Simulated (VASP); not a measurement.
# Zr: relaxation of cell and atoms with PBEsol

Crystal: Zr.

```
CELL_PARAMETERS angstrom
2.74228 0.00000 0.00000
0.00000 2.74228 0.00000
0.00000 0.00000 2.74228
ATOMIC_POSITIONS crystal
Zr 0.00000 0.00000 0.00000
```

| Item | Value |
| --- | --- |
| Program | VASP 6.6.1 |
| Task | relaxation of cell and atoms |
| Functional | PBEsol |
| Potentials or basis | VASP PAW PBE potentials, release 64 (Zr_sv) |
| Cutoff | 600 eV |
| k mesh | 14 × 14 × 14 |
| Occupations | fermi-dirac, width 0.05 eV |
| Spin | no spin polarisation |
| Target pressure | 13 GPa |
| Dipole correction | no |
| Further INCAR settings | ALGO = Normal; EDIFF = 1e-07; IBRION = 2; EDIFFG = -0.005; NSW = 32; ISIF = 3 |

The relaxed volume is 20.66 Å³/atom. The relaxed cell is a = 2.744 Å, b = 2.744 Å, c = 2.744 Å, α = 90.00°, β = 90.00°, γ = 90.00°. The space group after relaxing (to 0.05 Å) is Pm-3m (No. 221), the energy change on relaxing (the enthalpy is what falls) is -2.9 meV/atom and the ionic steps are 3. The pressure after relaxing is 13.0 GPa and the band gap on the k mesh is zero (band 6 reaches 10.91 eV, above the bottom of band 7 at 7.72 eV).

The path:
| step | energy change (eV) | largest force (eV/Å) | pressure (GPa) | volume (Å³) |
| --- | --- | --- | --- | --- |
| 1 | 0.0000 | 0.0000 | 13.22 | 20.62 |
| 2 | -0.0069 | 0.0000 | 12.70 | 20.71 |
| 3 | -0.0029 | 0.0000 | 13.00 | 20.66 |

Final structure:
```
Zr
1.0
     2.74384    0.00000    0.00000
     0.00000    2.74384    0.00000
     0.00000    0.00000    2.74384
Zr
1
Direct
  0.00000 0.00000 0.00000
```

Levels at points of the mesh, in eV from the Fermi level:
```csv
k point,band 4,band 5,band 6,band 7,band 8,band 9
"(0.00, 0.00, 0.00)",-25.45,-5.28,-2.17,-2.17,6.78,6.78
"(0.50, 0.00, 0.00)",-25.26,-1.97,-1.12,0.84,2.85,2.85
"(0.50, 0.50, 0.00)",-25.08,-3.94,-0.20,3.71,3.71,6.13
"(0.50, 0.50, 0.50)",-26.83,-2.12,-2.12,-2.12,6.48,9.62
```

It took 40 s on 1 thread of Intel(R) Xeon(R) Platinum 8259CL CPU @ 2.50GHz (Skylake/Cascade Lake) (shared host), peak memory 0.16 GiB.

Caveat: the cell is relaxed towards a set pressure, so the enthalpy falls and the energy may rise; the PAW data sets were made with another functional, which shifts forces and pressure a little.
